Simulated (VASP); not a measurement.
In, 1 atom in the cell. The structure is cubic, space group Pm-3m (No. 221). The conventional cell has a = 2.974 Å, b = 2.974 Å, c = 2.974 Å, α = 90.00°, β = 90.00°, γ = 90.00°. Within 3.9 Å of In (site symmetry m-3m) lie 6 In at 2.97 Å.  This cell differs from its parent crystal: volume scaled by 0.96.

```yaml
Program: VASP 6.6.1
Task: single point
Functional: PBEsol
Potentials_or_basis: VASP PAW PBE potentials, release 64 (In_d)
Cutoff: 520 eV
k_mesh: 12 × 12 × 12
Occupations: fermi-dirac, width 0.1 eV
Spin: no spin polarisation
Dipole_correction: no
Further_INCAR_settings: ALGO = Normal; EDIFF = 1e-06; NBANDS = 12
```

Potentials or basis: VASP PAW PBE potentials, release 64 (In_d).

Run with:

```console
$ cat potpaw_PBE.64/In_d/POTCAR > POTCAR
$ mpirun -np 1 vasp_std > vasp.out
```

Hardware: 1 thread of Intel(R) Xeon(R) Platinum 8259CL CPU @ 2.50GHz (Skylake/Cascade Lake), with other jobs on the host.

Problem. How long does it take, and how much memory?

Solution. Run time: 14 s on 1 thread of Intel(R) Xeon(R) Platinum 8259CL CPU @ 2.50GHz (Skylake/Cascade Lake), on a shared host, peak memory 0.15 GiB. Counts: scf iterations 11, k points 84.
